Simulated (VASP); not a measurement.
A run of VASP 6.6.1 is set up as follows.

Contents of POSCAR:

```
SnSe
1.0
    0.0000000000      3.0100000000      3.0100000000
    3.0100000000      0.0000000000      3.0100000000
    3.0100000000      3.0100000000      0.0000000000
Sn Se
1 1
Direct
    0.0000000000      0.0000000000      0.0000000000
    0.5000000000      0.5000000000      0.5000000000
```

File INCAR.step1:

```
PREC = Accurate ; ENCUT = 520
EDIFF = 1E-5 ; ISMEAR = -1
SIGMA = 0.05 ; LREAL = False
LASPH = True ; NELM = 150
ALGO = Normal ; ISIF = 2
LWAVE = True ; MAGMOM = 0 0 0 0 0 0
LORBIT = 11 ; LSORBIT = True
GGA_COMPAT = False ; LORBMOM = True
NBANDS = 32 ; GGA = PE
KPAR = 2
```

File INCAR.step2:

```
PREC = Accurate ; ENCUT = 520
EDIFF = 1E-6 ; ISMEAR = -1
SIGMA = 0.05 ; LREAL = False
LASPH = True ; NELM = 150
ALGO = Normal ; ISIF = 2
LWAVE = False ; LCHARG = True
MAGMOM = 0 0 0 0 0 0 ; LORBIT = 11
LSORBIT = True ; GGA_COMPAT = False
LORBMOM = True ; GGA = PE
LHFCALC = True ; AEXX = 0.25
PRECFOCK = Normal ; LVHAR = True
NBANDS = 32 ; ISTART = 1
KPAR = 2
```

The input KPOINTS:

```
regular mesh
0
Gamma
  4 4 4
```

Potentials or basis: VASP PAW PBE potentials, release 64 (Sn_d, Se).

Command:

```bash
$ cat potpaw_PBE.64/Sn_d/POTCAR potpaw_PBE.64/Se/POTCAR > POTCAR
$ cp INCAR.step1 INCAR
$ mpirun -np 2 vasp_ncl > vasp.out
$ cp INCAR.step2 INCAR
$ mpirun -np 2 vasp_ncl > vasp.out
```

Question: Estimate the net moment.

Answer: 0.00 μB per cell.

Question: Predict the pressure.

Answer: -2.0 GPa.

Moments on the atoms (μB; x, y, z):
```
Sn  0.00 0.00 0.00
Se  0.00 0.00 0.00
```

Caveat: the k points lie up to 0.45 Å⁻¹ apart; the PAW data sets were made with another functional, which shifts forces and pressure a little.
